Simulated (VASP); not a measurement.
# PbSe in VASP: settings compared, part 2 of 2

VASP 6.6.1. The steps go on from the part before.

## 4. Electric field gradients, r2SCAN

This run uses another cell than the first one, of 28.71 Å³/atom.

Input file POSCAR:

```
PbSe
1.0
    0.0000000000      3.0621500000      3.0621500000
    3.0621500000      0.0000000000      3.0621500000
    3.0621500000      3.0621500000      0.0000000000
Pb Se
1 1
Direct
    0.0000000000      0.0000000000      0.0000000000
    0.5000000000      0.5000000000      0.5000000000
```

Input file INCAR.step1:

```
SYSTEM = PbSe
PREC     = Accurate       ! precision mode
ENCUT    = 520            ! plane-wave cutoff, eV
ISMEAR   = -1             ! smearing method
SIGMA    = 0.01           ! smearing width, eV
LREAL    = .FALSE.        ! projectors in reciprocal space
LASPH    = .TRUE.         ! aspherical terms in the spheres
NELM     = 80             ! most SCF steps
NBANDS   = 17             ! bands
GGA      = PE             ! functional
ALGO     = Normal         ! electronic algorithm
EDIFF    = 1E-4           ! SCF threshold, eV
LWAVE    = .TRUE.         ! write WAVECAR
LCHARG   = .FALSE.        ! write CHGCAR
```

Input file INCAR.step2:

```
SYSTEM = PbSe
PREC     = Accurate       ! precision mode
ENCUT    = 520            ! plane-wave cutoff, eV
EDIFF    = 1E-8           ! SCF threshold, eV
ISMEAR   = -1             ! smearing method
SIGMA    = 0.01           ! smearing width, eV
LREAL    = .FALSE.        ! projectors in reciprocal space
LASPH    = .TRUE.         ! aspherical terms in the spheres
NELM     = 80             ! most SCF steps
ALGO     = Normal         ! electronic algorithm
ISIF     = 2              ! what is computed and relaxed
LWAVE    = .FALSE.        ! write WAVECAR
LCHARG   = .FALSE.        ! write CHGCAR
METAGGA  = R2SCAN         ! meta-GGA
LMIXTAU  = .TRUE.       
LEFG     = .TRUE.       
NBANDS   = 17             ! bands
ISTART   = 1
```

Input file KPOINTS:

```
Automatic mesh
0
G
  9 9 9
  0 0 0
```

Potentials or basis: VASP PAW PBE potentials, release 64 (Pb_d, Se).

On the command line:

```bash
$ cat potpaw_PBE.64/Pb_d/POTCAR potpaw_PBE.64/Se/POTCAR > POTCAR
$ cp INCAR.step1 INCAR
$ mpirun -np 1 vasp_std > vasp.out
$ cp INCAR.step2 INCAR
$ mpirun -np 1 vasp_std > vasp.out
```

OUTCAR:

```text
SYSTEM = PbSe
   PREC = Accurate
   ENCUT = 520
   EDIFF = 1E-8
   ISMEAR = -1
   LREAL = .FALSE.
   LASPH = .TRUE.
   NELM = 80
   ISIF = 2
   METAGGA = R2SCAN
   ISTART = 1

 ion  position               nearest neighbor table
   1  0.000  0.000  0.000-   2 3.06   2 3.06   2 3.06   2 3.06   2 3.06   2 3.06
   2  0.500  0.500  0.500-   1 3.06   1 3.06   1 3.06   1 3.06   1 3.06   1 3.06

  LATTYP: Found a face centered cubic cell.
 ALAT       =     6.1243000000

  Lattice vectors:

 A1 = (   0.0000000000,   3.0621500000,   3.0621500000)
 A2 = (   3.0621500000,   0.0000000000,   3.0621500000)
 A3 = (   3.0621500000,   3.0621500000,   0.0000000000)

Analysis of symmetry for initial positions (statically):
=====================================================================
 Subroutine PRICEL returns:
 Original cell was already a primitive cell.

 Routine SETGRP: Setting up the symmetry group for a
 face centered cubic supercell.

 Subroutine GETGRP returns: Found 48 space group operations
 (whereof 48 operations were pure point group operations)
 out of a pool of 48 trial point group operations.

The static configuration has the point symmetry O_h .

Analysis of symmetry for dynamics (positions and initial velocities):
=====================================================================
 Subroutine PRICEL returns:
 Original cell was already a primitive cell.

 Routine SETGRP: Setting up the symmetry group for a
 face centered cubic supercell.

 Subroutine GETGRP returns: Found 48 space group operations
 (whereof 48 operations were pure point group operations)
 out of a pool of 48 trial point group operations.

The dynamic configuration has the point symmetry O_h .

 Subroutine INISYM returns: Found 48 space group operations
 (whereof 48 operations are pure point group operations),
 and found     1 'primitive' translations

----------------------------------------------------------------------------------------

                                     Primitive cell

  volume of cell :      57.4261

  direct lattice vectors                    reciprocal lattice vectors
     0.000000000  3.062150000  3.062150000    -0.163283967  0.163283967  0.163283967
     3.062150000  0.000000000  3.062150000     0.163283967 -0.163283967  0.163283967
     3.062150000  3.062150000  0.000000000     0.163283967  0.163283967 -0.163283967

  length of vectors
     4.330534060  4.330534060  4.330534060     0.282816127  0.282816127  0.282816127

  position of ions in fractional coordinates (direct lattice)
     0.000000000  0.000000000  0.000000000
     0.500000000  0.500000000  0.500000000

  ion indices of the primitive-cell ions
   primitive index   ion index
                 1           1
                 2           2

----------------------------------------------------------------------------------------

 KPOINTS: Automatic mesh

Automatic generation of k-mesh.
 Grid dimensions read from file:
 generate k-points for:    9    9    9

 Generating k-lattice:

[... 62 lines left out ...]
   LREAL  =      F    real-space projection
   EDIFFG = 0.1E-06   stopping-criterion for IOM
   NSW    =      0    number of steps for IOM
   IBRION =     -1    ionic relax: 0-MD 1-quasi-New 2-CG
   NFREE  =      0    steps in history (QN), initial steepest desc. (CG)
   ISIF   =      2    stress and relaxation
   ISYM   =      2    0-nonsym 1-usesym 2-fastsym
   POTIM  = 0.5000    time-step for ionic-motion
   TEBEG  =    0.0;   TEEND  =   0.0 temperature during run
   PSTRESS=    0.0 pullay stress
   NELECT =      20.0000    total number of electrons
   NUPDOWN=      -1.0000    fix difference up-down
   EMIN   =  10.00;   EMAX   =-10.00  energy-range for DOS
   EFERMI =   0.00;   METHOD = LEGACY
   ISMEAR =    -1;   SIGMA  =   0.01  broadening in eV -4-tet -1-fermi 0-gaus
   EFERMI_NEDOS =   21; number of points for ismear=-14 and -15
   IALGO  =     38    algorithm
   IMIX   =      4    mixing-type and parameters
     AMIX     =   0.40;   BMIX     =  1.00
     AMIX_MAG =   1.60;   BMIX_MAG =  1.00
  volume/ion in A,a.u.               =      28.71       193.77
  Fermi-wavevector in a.u.,A,eV,Ry     =   1.151812  2.176610 18.050462  1.326672
  Thomas-Fermi vector in A             =   2.288467
   LORBIT       =      0    0 simple, 1 ext, 2 COOP (PROOUT), +10 PAW based schemes
   METAGGA = R2SCAN    functional components
   LHFCALC =     F    Hartree Fock is set to
   AEXX    =    0.0000 exact exchange contribution
   IVDW    =     0    specifies the selected vdW correction
   LEPSILON=     F    determine dielectric tensor
   LRPA    =     F    only Hartree local field effects (RPA)
 non-spin polarized calculation
  energy-cutoff  :      520.00
  volume of cell :       57.43
 maximum number of plane-waves:      1565
   NGX = 17   NGY = 17   NGZ = 17

 number of electron      19.9999999 magnetization

 Free energy of the ion-electron system (eV)
  ---------------------------------------------------
  ext. energy  EPLUGINS =         0.00000000
  ---------------------------------------------------
  free energy    TOTEN  =       -71.93215103 eV

  energy without entropy =      -71.93215103  energy(sigma->0) =      -71.93215103

 E-fermi :   5.0337     XC(G=0): -10.0610

 val. band max:        4.7661922038   @ k =   0.4444   0.0000   0.0000
 cond. band min:       5.6644234519   @ k =   0.4444   0.0000   0.0000
 fundamental gap:      0.8982312480
 Fermi energy:         5.0336915360

 k-point     1 :       0.0000    0.0000    0.0000
  band No.  band energies     occupation
      1     -12.5649      2.00000
      2     -12.5649      2.00000
      3     -12.5649      2.00000
      4     -12.5617      2.00000
      5     -12.5617      2.00000
      6      -9.2382      2.00000
[... 457 lines left out ...]
      4     -12.5220      2.00000
      5     -12.5220      2.00000
      6      -7.8031      2.00000
[... 9 lines left out ...]
     16      17.0945      0.00000
     17      18.0193      0.00000

 [... further k-points ...]
[... 5 lines left out ...]
  --------------------------------------------------------------------------------------
  -------------------------------------------------------------------------------------
  Total        0.5107580      0.5107580      0.5107580     -0.0000000      0.0000000      0.0000000
  in kB       14.2500510     14.2500510     14.2500510     -0.0000000      0.0000000      0.0000000
  external PRESSURE =      14.2500510 kB  Pullay stress =       0.0000000 kB

 VOLUME and BASIS-vectors are now :
 -----------------------------------------------------------------------------
  energy-cutoff  :      520.00
  volume of cell :       57.43
      direct lattice vectors                 reciprocal lattice vectors
     0.000000000  3.062150000  3.062150000    -0.163283967  0.163283967  0.163283967
     3.062150000  0.000000000  3.062150000     0.163283967 -0.163283967  0.163283967
     3.062150000  3.062150000  0.000000000     0.163283967  0.163283967 -0.163283967

 POSITION                                       TOTAL-FORCE (eV/Angst)
 -----------------------------------------------------------------------------------
      0.00000      0.00000      0.00000        -0.000000      0.000000     -0.000000
      3.06215      3.06215      3.06215         0.000000     -0.000000      0.000000
 -----------------------------------------------------------------------------------
    total drift:                                0.000000     -0.000000     -0.000000

  FREE ENERGIE OF THE ION-ELECTRON SYSTEM (eV)
  ---------------------------------------------------
  free  energy   TOTEN  =       -71.9321510265 eV

  energy  without entropy=      -71.9321510265  energy(sigma->0) =      -71.93215103

 Electric field gradients (V/A^2)
---------------------------------------------------------------------
 ion       V_xx      V_yy      V_zz      V_xy      V_xz      V_yz
---------------------------------------------------------------------
   1       0.000    -0.000    -0.000     0.000     0.000     0.000
   2      -0.000    -0.000    -0.000     0.000     0.000     0.000
---------------------------------------------------------------------

 Electric field gradients after diagonalization (V/A^2)
 (convention: |V_zz| > |V_xx| > |V_yy|)
----------------------------------------------------------------------
 ion       V_xx      V_yy      V_zz     asymmetry (V_yy - V_xx)/ V_zz
----------------------------------------------------------------------
   1      -0.000    -0.000     0.001       0.000
   2      -0.000    -0.000     0.000       0.000
----------------------------------------------------------------------

           NMR quadrupolar parameters

 Cq : quadrupolar parameter    Cq=e*Q*V_zz/h
 eta: asymmetry parameters     (V_yy - V_xx)/ V_zz
 Q  : nuclear electric quadrupole moment in mb (millibarn)
----------------------------------------------------------------------
 ion       Cq(MHz)       eta       Q (mb)
----------------------------------------------------------------------
   1       0.000       0.000       1.000
   2       0.000       0.000       1.000
----------------------------------------------------------------------
```

Wall time 81 s (1 thread of Intel Xeon Platinum 8488C (Sapphire Rapids), shared host); peak memory 0.2 GiB.

Results:

| Property | Result |
| --- | --- |
| Free energy | -71.9322 eV |
| Pressure | 1.4 GPa |
| Largest electric field gradient by atom | zero within the noise of the run |

Caveat: this odd mesh misses L, so gap, dielectric constants and Born charges aren't listed; the PAW data sets were made with another functional, which shifts forces and pressure a little; spin-orbit coupling is left out, which moves the levels of the heavy elements.

## 5. Electric field gradients, PBE, non-collinear spin, zero start, spin-orbit coupling

This run uses another cell than the first one, of 28.71 Å³/atom.

Input file INCAR:

```
ALGO = Normal ; EDIFF = 1E-8
ENCUT = 520 ; GGA = PE
GGA_COMPAT = F ; ISIF = 2
ISMEAR = -1 ; LASPH = T
LCHARG = F ; LEFG = T
LORBIT = 11 ; LORBMOM = T
LREAL = F ; LSORBIT = T
LWAVE = F ; MAGMOM = 0 0 0 0 0 0
NBANDS = 32 ; NELM = 150
PREC = Accurate ; SIGMA = 0.01
```

Input file KPOINTS:

```
k-points
0
Gamma
  9 9 9
```

POSCAR is that of step 4.

Potentials or basis: VASP PAW PBE potentials, release 64 (Pb_d, Se).

On the command line:

```bash
$ cat potpaw_PBE.64/Pb_d/POTCAR potpaw_PBE.64/Se/POTCAR > POTCAR
$ mpirun -np 1 vasp_ncl > vasp.out
```

OUTCAR:

```text
EDIFF = 1E-8
   ENCUT = 520
   GGA = PE
   ISIF = 2
   ISMEAR = -1
   LASPH = T
   LORBIT = 11
   LREAL = F
   LSORBIT = T
   NELM = 150
   PREC = Accurate

 ion  position               nearest neighbor table
   1  0.000  0.000  0.000-   2 3.06   2 3.06   2 3.06   2 3.06   2 3.06   2 3.06
   2  0.500  0.500  0.500-   1 3.06   1 3.06   1 3.06   1 3.06   1 3.06   1 3.06

  LATTYP: Found a face centered cubic cell.
 ALAT       =     6.1243000000

  Lattice vectors:

 A1 = (   0.0000000000,   3.0621500000,   3.0621500000)
 A2 = (   3.0621500000,   0.0000000000,   3.0621500000)
 A3 = (   3.0621500000,   3.0621500000,   0.0000000000)

Analysis of symmetry for initial positions (statically):
=====================================================================
 Subroutine PRICEL returns:
 Original cell was already a primitive cell.

 Routine SETGRP: Setting up the symmetry group for a
 face centered cubic supercell.

 Subroutine GETGRP returns: Found 48 space group operations
 (whereof 48 operations were pure point group operations)
[... 1132 lines left out ...]
     0.0000000     0.0000000     0.0000000     0.0000000     0.0000000     0.0000000     0.0000000
     0.0000000     0.0000000     0.0000000     0.0000000     0.0000000     0.0000000     0.0000000
     0.0000000     0.0000000     0.0000000     0.0000000     0.0000000     0.0000000     0.0000000
     0.0000000     0.0000000     0.0000000     0.0000000     0.0000000     0.0000000     0.0000000
     0.0000000     0.0000000     0.0000000     0.0000000     0.0000000     0.0000000     0.0000000
     0.0000000     0.0000000     0.0000000     0.0000000     0.0000000     0.0000000     0.0000000

 Ion:    2  E_soc:     -0.0491125
 l=   1
     0.0000000    -0.0082016    -0.0082016
    -0.0082016     0.0000000    -0.0082016
    -0.0082016    -0.0082016     0.0000000
 l=   2
     0.0000000    -0.0000020     0.0000000    -0.0000020     0.0000181
    -0.0000020     0.0000000     0.0000136    -0.0000020     0.0000045
     0.0000000     0.0000136     0.0000000     0.0000136     0.0000000
    -0.0000020    -0.0000020     0.0000136     0.0000000     0.0000045
     0.0000181     0.0000045     0.0000000     0.0000045     0.0000000
 l=   3
     0.0000000     0.0000000     0.0000000     0.0000000     0.0000000     0.0000000     0.0000000
     0.0000000     0.0000000     0.0000000     0.0000000     0.0000000     0.0000000     0.0000000
     0.0000000     0.0000000     0.0000000     0.0000000     0.0000000     0.0000000     0.0000000
     0.0000000     0.0000000     0.0000000     0.0000000     0.0000000     0.0000000     0.0000000
     0.0000000     0.0000000     0.0000000     0.0000000     0.0000000     0.0000000     0.0000000
     0.0000000     0.0000000     0.0000000     0.0000000     0.0000000     0.0000000     0.0000000
     0.0000000     0.0000000     0.0000000     0.0000000     0.0000000     0.0000000     0.0000000

 total charge

# of ion       s       p       d       tot
------------------------------------------
    1        1.467   0.560   9.842  11.868
    2        1.470   2.321   0.018   3.809
--------------------------------------------------
tot          2.937   2.881   9.860  15.677

 magnetization (x)

# of ion       s       p       d       tot
------------------------------------------
    1        0.000  -0.000  -0.000   0.000
    2       -0.000   0.000   0.000   0.000
--------------------------------------------------
tot          0.000  -0.000  -0.000   0.000

 magnetization (y)

# of ion       s       p       d       tot
------------------------------------------
    1       -0.000   0.000   0.000  -0.000
    2       -0.000  -0.000   0.000  -0.000
--------------------------------------------------
tot         -0.000  -0.000   0.000  -0.000

 magnetization (z)

# of ion       s       p       d       tot
------------------------------------------
    1        0.000  -0.000   0.000   0.000
    2       -0.000  -0.000   0.000  -0.000
--------------------------------------------------
tot          0.000  -0.000   0.000   0.000
```

OSZICAR:

```text
N       E                     dE             d eps       ncg     rms          rms(c)
DAV:   1     0.207755976747E+03    0.20776E+03   -0.90021E+03  2240   0.130E+03
DAV:   2     0.129164284984E+02   -0.19484E+03   -0.18631E+03  2336   0.369E+02
DAV:   3    -0.791113791392E+01   -0.20828E+02   -0.20318E+02  2888   0.137E+02
DAV:   4    -0.880795364574E+01   -0.89682E+00   -0.89530E+00  2592   0.300E+01
DAV:   5    -0.884572035772E+01   -0.37767E-01   -0.37765E-01  3496   0.630E+00    0.268E+00
DAV:   6    -0.859978130135E+01    0.24594E+00   -0.51616E-01  3160   0.611E+00    0.148E+00
DAV:   7    -0.860087859828E+01   -0.10973E-02   -0.12458E-01  2800   0.179E+00    0.901E-01
DAV:   8    -0.860363983199E+01   -0.27612E-02   -0.98687E-03  2808   0.117E+00    0.431E-01
DAV:   9    -0.860405366950E+01   -0.41384E-03   -0.96507E-04  2736   0.283E-01    0.167E-01
DAV:  10    -0.860382764178E+01    0.22603E-03   -0.12324E-03  3152   0.392E-01    0.390E-02
DAV:  11    -0.860388440816E+01   -0.56766E-04   -0.21131E-04  2808   0.105E-01    0.946E-03
DAV:  12    -0.860388981473E+01   -0.54066E-05   -0.15726E-05  2864   0.406E-02    0.653E-03
DAV:  13    -0.860388972641E+01    0.88322E-07   -0.70526E-07  3408   0.755E-03    0.254E-03
DAV:  14    -0.860388955223E+01    0.17418E-06   -0.12566E-07  2640   0.287E-03    0.103E-03
DAV:  15    -0.860388951399E+01    0.38247E-07   -0.31973E-08  2320   0.188E-03    0.476E-04
DAV:  16    -0.860388953677E+01   -0.22781E-07   -0.36351E-09  2120   0.420E-04    0.810E-05
DAV:  17    -0.860388955102E+01   -0.14246E-07   -0.21590E-10  1520   0.175E-04    0.382E-05
DAV:  18    -0.860388955903E+01   -0.80106E-08   -0.10703E-10  1456   0.102E-04
   1 F= -.86038896E+01 E0= -.86038896E+01  d E =-.791846E-12  mag=    -0.0000     0.0000     0.0000
```

Run time: 2.2 min. Hardware: 1 thread of Intel Xeon Platinum 8488C (Sapphire Rapids), shared host; peak memory 0.35 GiB.

What came out:

| Item | Value |
| --- | --- |
| Free energy | -8.6039 eV |
| Pressure | 2.1 GPa |
| Net moment | 0.00 μB per cell |
| Largest electric field gradient by atom | zero within the noise of the run |
| Valence electrons inside the program's atomic spheres | Pb 11.87; Se 3.81 |

Moments on the atoms (μB; x, y, z):
```
Pb  0.00 0.00 0.00
Se  0.00 0.00 0.00
```

Caveat: this odd mesh misses L, so gap, dielectric constants and Born charges aren't listed.

## 6. Summary

```tsv
level	spin	cell	pressure (GPa)
PBE	off	a = 4.396, b = 4.396, c = 4.331 Å, angles 60.5, 60.5, 59.0°, 2 atoms	0.9
r2SCAN	off	a = 4.272 Å, angles 60.0°, 2 atoms	4.0
r2SCAN	off	a = 4.331 Å, angles 60.0°, 2 atoms	1.4
PBE	non-collinear, zero start, SOC	a = 4.331 Å, angles 60.0°, 2 atoms	2.1
```

Alike in all rows: task electric field gradients; potentials or basis VASP PAW PBE potentials, release 64 (Pb_d, Se); k mesh 9 × 9 × 9; cutoff (eV) 520; smearing fermi-dirac 0.01 eV.

Caveats: spin-orbit coupling is left out, which moves the levels of the heavy elements (at least some runs); the PAW data sets were made with another functional, which shifts forces and pressure a little (at least some runs); an odd mesh through Γ misses points on the zone boundary, where band edges can lie (at least some runs); the cell stands under pressure (at least some runs).

Total energies depend on the potentials used, so only differences within one code and one set of settings carry meaning.
